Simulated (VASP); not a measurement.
# AlN (R-3m) in VASP: notebook

AlN is run at these levels: PBEsol; tasks: single point.

Everything below comes from runs of VASP 6.6.1. Logs are shortened: lines on timing, memory, paths and dates and some standing lists are left out, and cuts for length are marked.

## Step 1: The cell of the first run

Symmetry: R-3m, No. 166, trigonal system. Conventional cell: a = 2.792 Å, b = 2.792 Å, c = 6.568 Å, α = 90.00°, β = 90.00°, γ = 120.00°. Within 2.6 Å of Al (site symmetry -3m) lie 6 N at 1.95 Å. N (site symmetry -3m) has 6 Al at 1.95 Å within 2.6 Å.

## Step 2: Single point, PBEsol

INCAR reads:

```
SYSTEM = AlN
PREC     = Accurate       ! precision mode
ENCUT    = 520            ! plane-wave cutoff, eV
EDIFF    = 1E-6           ! SCF threshold, eV
ISMEAR   = 0              ! smearing method
SIGMA    = 0.05           ! smearing width, eV
LREAL    = .False.        ! projectors in reciprocal space
LASPH    = .True.         ! aspherical terms in the spheres
NELM     = 60             ! most SCF steps
ALGO     = Normal         ! electronic algorithm
ISIF     = 2              ! what is computed and relaxed
LWAVE    = .False.        ! write WAVECAR
LCHARG   = .False.        ! write CHGCAR
GGA      = PS             ! functional
NBANDS   = 11             ! bands
```

KPOINTS reads:

```
regular mesh
0
Gamma
  10 10 10
  0 0 0
```

POSCAR reads:

```
AlN
1.0
   -0.0518481260      1.9220653022      1.9220653022
    1.9220653022     -0.0518481260      1.9220653022
    1.9220653022      1.9220653022     -0.0518481260
Al N
1 1
Direct
    0.5000000000      0.5000000000      0.5000000000
    0.0000000000      0.0000000000      0.0000000000
```

Potentials or basis: VASP PAW PBE potentials, release 64 (Al, N).

The run is started by

```bash
$ cat potpaw_PBE.64/Al/POTCAR potpaw_PBE.64/N/POTCAR > POTCAR
$ mpirun -np 1 vasp_std > vasp.out
```

OUTCAR:

```text
SYSTEM = AlN
   PREC = Accurate
   ENCUT = 520
   EDIFF = 1E-6
   ISMEAR = 0
   LREAL = .False.
   LASPH = .True.
   NELM = 60
   ISIF = 2
   GGA = PS

 ion  position               nearest neighbor table
   1  0.500  0.500  0.500-   2 1.95   2 1.95   2 1.95   2 1.95   2 1.95   2 1.95
   2  0.000  0.000  0.000-   1 1.95   1 1.95   1 1.95   1 1.95   1 1.95   1 1.95

  LATTYP: Found a trigonal (rhomboedric) cell.
 ALAT       =     2.7187052580
 COS(alpha) =     0.4728527458

  Lattice vectors:

 A1 = (  -0.0518481260,   1.9220653022,   1.9220653022)
 A2 = (   1.9220653022,  -0.0518481260,   1.9220653022)
 A3 = (   1.9220653022,   1.9220653022,  -0.0518481260)

Analysis of symmetry for initial positions (statically):
=====================================================================
 Subroutine PRICEL returns:
 Original cell was already a primitive cell.

 Routine SETGRP: Setting up the symmetry group for a
 trigonal (rhombohedral) supercell.

 Subroutine GETGRP returns: Found 12 space group operations
 (whereof 12 operations were pure point group operations)
 out of a pool of 12 trial point group operations.

The static configuration has the point symmetry D_3d.

Analysis of symmetry for dynamics (positions and initial velocities):
=====================================================================
 Subroutine PRICEL returns:
 Original cell was already a primitive cell.

 Routine SETGRP: Setting up the symmetry group for a
 trigonal (rhombohedral) supercell.

 Subroutine GETGRP returns: Found 12 space group operations
 (whereof 12 operations were pure point group operations)
 out of a pool of 12 trial point group operations.

The dynamic configuration has the point symmetry D_3d.

 Subroutine INISYM returns: Found 12 space group operations
 (whereof 12 operations are pure point group operations),
 and found     1 'primitive' translations

----------------------------------------------------------------------------------------

                                     Primitive cell

  volume of cell :      14.7760

  direct lattice vectors                    reciprocal lattice vectors
    -0.051848126  1.922065302  1.922065302    -0.249840742  0.256767089  0.256767089
     1.922065302 -0.051848126  1.922065302     0.256767089 -0.249840742  0.256767089
     1.922065302  1.922065302 -0.051848126     0.256767089  0.256767089 -0.249840742

  length of vectors
     2.718705258  2.718705258  2.718705258     0.440770998  0.440770998  0.440770998

  position of ions in fractional coordinates (direct lattice)
     0.500000000  0.500000000  0.500000000
[... 83 lines left out ...]
   NFREE  =      0    steps in history (QN), initial steepest desc. (CG)
   ISIF   =      2    stress and relaxation
   ISYM   =      2    0-nonsym 1-usesym 2-fastsym
   POTIM  = 0.5000    time-step for ionic-motion
   TEBEG  =    0.0;   TEEND  =   0.0 temperature during run
   PSTRESS=    0.0 pullay stress
   NELECT =       8.0000    total number of electrons
   NUPDOWN=      -1.0000    fix difference up-down
   EMIN   =  10.00;   EMAX   =-10.00  energy-range for DOS
   EFERMI =   0.00;   METHOD = LEGACY
   ISMEAR =     0;   SIGMA  =   0.05  broadening in eV -4-tet -1-fermi 0-gaus
   EFERMI_NEDOS =   21; number of points for ismear=-14 and -15
   IALGO  =     38    algorithm
   IMIX   =      4    mixing-type and parameters
     AMIX     =   0.40;   BMIX     =  1.00
     AMIX_MAG =   1.60;   BMIX_MAG =  1.00
  volume/ion in A,a.u.               =       7.39        49.86
  Fermi-wavevector in a.u.,A,eV,Ry     =   1.334297  2.521456 24.223114  1.780349
  Thomas-Fermi vector in A             =   2.463089
   LORBIT       =      0    0 simple, 1 ext, 2 COOP (PROOUT), +10 PAW based schemes
   GGA     = PS    functional components
   LHFCALC =     F    Hartree Fock is set to
   AEXX    =    0.0000 exact exchange contribution
   IVDW    =     0    specifies the selected vdW correction
   LEPSILON=     F    determine dielectric tensor
   LRPA    =     F    only Hartree local field effects (RPA)
 non-spin polarized calculation
 Gauss-broadening in eV      SIGMA  =   0.05
  energy-cutoff  :      520.00
  volume of cell :       14.78
 maximum number of plane-waves:       410
   NGX = 11   NGY = 11   NGZ = 11

 number of electron       8.0000000 magnetization

 Free energy of the ion-electron system (eV)
  ---------------------------------------------------
  ext. energy  EPLUGINS =         0.00000000
  ---------------------------------------------------
  free energy    TOTEN  =       -15.22540702 eV

  energy without entropy =      -15.22540702  energy(sigma->0) =      -15.22540702

 E-fermi :  12.0257     XC(G=0): -12.9906

 val. band max:       11.8032490125   @ k =   0.0000   0.0000   0.0000
 cond. band min:      16.1170894377   @ k =   0.5000   0.5000  -0.0000
 fundamental gap:      4.3138404252
 Fermi energy:        12.0257317179

 k-point     1 :       0.0000    0.0000    0.0000
  band No.  band energies     occupation
      1      -7.2019      2.00000
      2      11.2231      2.00000
      3      11.2231      2.00000
      4      11.8032      2.00000
      5      18.6888      0.00000
      6      23.3380      0.00000
      7      23.3380      0.00000
      8      24.8179      0.00000
      9      29.1087      0.00000
     10      29.9599      0.00000
     11      29.9599      0.00000
[... 309 lines left out ...]
 k-point    24 :       0.4000    0.3000    0.0000
  band No.  band energies     occupation
      1      -3.7793      2.00000
      2       5.0273      2.00000
      3       8.0415      2.00000
      4       9.1496      2.00000
      5      17.8594      0.00000
      6      18.9447      0.00000
      7      24.7766      0.00000
      8      28.6312      0.00000
      9      29.0617      0.00000
     10      34.4843      0.00000
     11      37.6885      0.00000

 [... further k-points ...]
[... 5 lines left out ...]
  --------------------------------------------------------------------------------------
  -------------------------------------------------------------------------------------
  Total        3.4445646      3.4445646      3.4445646      0.8562086      0.8562086      0.8562086
  in kB      373.4977926    373.4977926    373.4977926     92.8396053     92.8396053     92.8396053
  external PRESSURE =     373.4977926 kB  Pullay stress =       0.0000000 kB

 VOLUME and BASIS-vectors are now :
 -----------------------------------------------------------------------------
  energy-cutoff  :      520.00
  volume of cell :       14.78
      direct lattice vectors                 reciprocal lattice vectors
    -0.051848126  1.922065302  1.922065302    -0.249840742  0.256767089  0.256767089
     1.922065302 -0.051848126  1.922065302     0.256767089 -0.249840742  0.256767089
     1.922065302  1.922065302 -0.051848126     0.256767089  0.256767089 -0.249840742

 POSITION                                       TOTAL-FORCE (eV/Angst)
 -----------------------------------------------------------------------------------
      1.89614      1.89614      1.89614         0.000000      0.000000      0.000000
      0.00000      0.00000      0.00000        -0.000000     -0.000000     -0.000000
 -----------------------------------------------------------------------------------
    total drift:                                0.000000     -0.000000     -0.000000

  FREE ENERGIE OF THE ION-ELECTRON SYSTEM (eV)
  ---------------------------------------------------
  free  energy   TOTEN  =       -15.2254070212 eV

  energy  without entropy=      -15.2254070212  energy(sigma->0) =      -15.22540702
```

stdout:

```text
POSCAR found type information on POSCAR AlN
 POSCAR found :  2 types and       2 ions
 scaLAPACK will be used
 -----------------------------------------------------------------------------
|                                                                             |
|                                                                             |
|     You enforced a specific xc type in the INCAR file but a different       |
|     I HOPE YOU KNOW WHAT YOU ARE DOING!                                     |
|                                                                             |
 -----------------------------------------------------------------------------

 LDA part: xc-table for (Slater+PW92), standard interpolation
 POSCAR, INCAR and KPOINTS ok, starting setup
 FFT: planning ... GRIDC
 FFT: planning ... GRID_SOFT
 FFT: planning ... GRID
 WAVECAR not read
 entering main loop
```

Run time: 12 s. Hardware: 1 thread of Intel Xeon Platinum 8488C (Sapphire Rapids), shared host; peak memory 0.13 GiB.

What came out:

- Free energy: -15.2254 eV
- Pressure: 37.3 GPa
- Band gap on the k mesh: 4.31 eV, indirect (least direct gap 6.89 eV)

Caveat: the PAW data sets were made with another functional, which shifts forces and pressure a little.

## Step 3: Single point, PBEsol

This run uses another cell than the first one, of the same volume but with other edges.

Changes to INCAR since step 2:

```diff
@@ -3,3 +3,3 @@
 ENCUT    = 520            ! plane-wave cutoff, eV
-EDIFF    = 1E-6           ! SCF threshold, eV
+EDIFF    = 1E-7           ! SCF threshold, eV
 ISMEAR   = 0              ! smearing method
```

KPOINTS reads:

```
Automatic mesh
0
Gamma
  10 10 10
  0 0 0
```

POSCAR reads:

```
AlN
1.0
    0.0525272483      1.9742558433      1.9742558433
    1.9742558433      0.0525272483      1.9742558433
    1.9742558433      1.9742558433      0.0525272483
Al N
1 1
Direct
    0.5000000000      0.5000000000      0.5000000000
    0.0000000000      0.0000000000      0.0000000000
```

Potentials or basis: VASP PAW PBE potentials, release 64 (Al, N).

The run is started by

```bash
$ cat potpaw_PBE.64/Al/POTCAR potpaw_PBE.64/N/POTCAR > POTCAR
$ mpirun -np 1 vasp_std > vasp.out
```

It took 11 s on 1 thread of Intel Xeon Platinum 8488C (Sapphire Rapids), shared host; peak memory 0.13 GiB.

It converged, with:

```
Free energy            : -15.2233 eV
Pressure               : 37.4 GPa
Band gap on the k mesh : 4.48 eV, indirect (least direct gap 7.01 eV)
```

Stress tensor (GPa, compression positive):
```
 37.36 -10.17 -10.17
-10.17  37.36 -10.17
-10.17 -10.17  37.36
```

Levels at points of the mesh, in eV from the valence-band top:
| k point | band 1 | band 2 | band 3 | band 4 | band 5 | band 6 | band 7 | band 8 | band 9 |
| --- | --- | --- | --- | --- | --- | --- | --- | --- | --- |
| (0.00, 0.00, 0.00) | -18.83 | -0.64 | 0.00 | 0.00 | 7.01 | 11.44 | 12.60 | 12.60 | 17.47 |
| (0.50, 0.00, 0.00) | -14.98 | -9.24 | -1.83 | -1.43 | 6.29 | 11.20 | 11.67 | 14.76 | 16.92 |
| (0.50, 0.50, 0.00) | -13.90 | -8.45 | -3.64 | -3.03 | 4.48 | 5.68 | 15.04 | 18.74 | 18.88 |
| (0.50, 0.50, 0.50) | -15.31 | -9.63 | -1.21 | -1.21 | 7.16 | 12.30 | 12.30 | 14.19 | 17.57 |

Caveat: the PAW data sets were made with another functional, which shifts forces and pressure a little.
